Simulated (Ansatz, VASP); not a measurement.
# K in VASP and in Ansatz

File INCAR:

```
PREC = Accurate
ENCUT = 520
EDIFF = 1E-6
ISMEAR = 0
SIGMA = 0.15
LREAL = F
LASPH = T
NELM = 80
ALGO = Fast
ISIF = 2
LWAVE = F
LCHARG = F
GGA = PE
NBANDS = 10
```

KPOINTS

```
regular mesh
0
Gamma
  12 12 12
```

File POSCAR:

```
K
1.0
    4.4397526747      0.0000000000      0.0000000000
    0.0000000000      4.4397526747      0.0000000000
    0.0000000000      0.0000000000      4.1811263053
K
1
Direct
    0.0000000000      0.0000000000      0.0000000000
```

Input for Ansatz:

```yaml
crystal:
  lattice:
    - [4.4397526747, 0.0, 0.0]
    - [0.0, 4.4397526747, 0.0]
    - [0.0, 0.0, 4.1811263053]
  atoms:
    - { symbol: K, position: [0.0, 0.0, 0.0] }
basis:
  ecutwfc: 420
kpoints:
  mp_grid: { grid: [12, 12, 12] }
hamiltonian:
  xc: pbe
scf:
  occupations: { method: gaussian, width: 0.15 }
output:
  forces: true
  stress: true
  eigenvalues: true
```

Change from the starting cell: strain +0.030 along x and y, -0.030 along z, atoms carried along.

Alike in both runs: task single point; functional PBE; k mesh 12 × 12 × 12; occupations gaussian, width 0.15 eV; no spin polarisation.

|  | VASP | Ansatz |
| --- | --- | --- |
| version | VASP 6.6.1 | Ansatz 0.2.0 |
| potentials or method | VASP PAW PBE potentials, release 64 (K_sv), cutoff 520 eV | scalar-relativistic, plane waves, PAW |
| valence electrons in the cell | 9 | 9 |

|  | VASP | Ansatz | Ansatz less VASP |
| --- | --- | --- | --- |
| gap on the k mesh at the Fermi level (eV) | none | none | - |
| pressure (GPa) | -0.1 | -0.1 | +0.01 |
| traceless stress, the component that is largest in VASP (GPa) | 0.34 | 0.34 | 0.000 |

A gap of «none» marks a metal or a gap that the smearing closes.
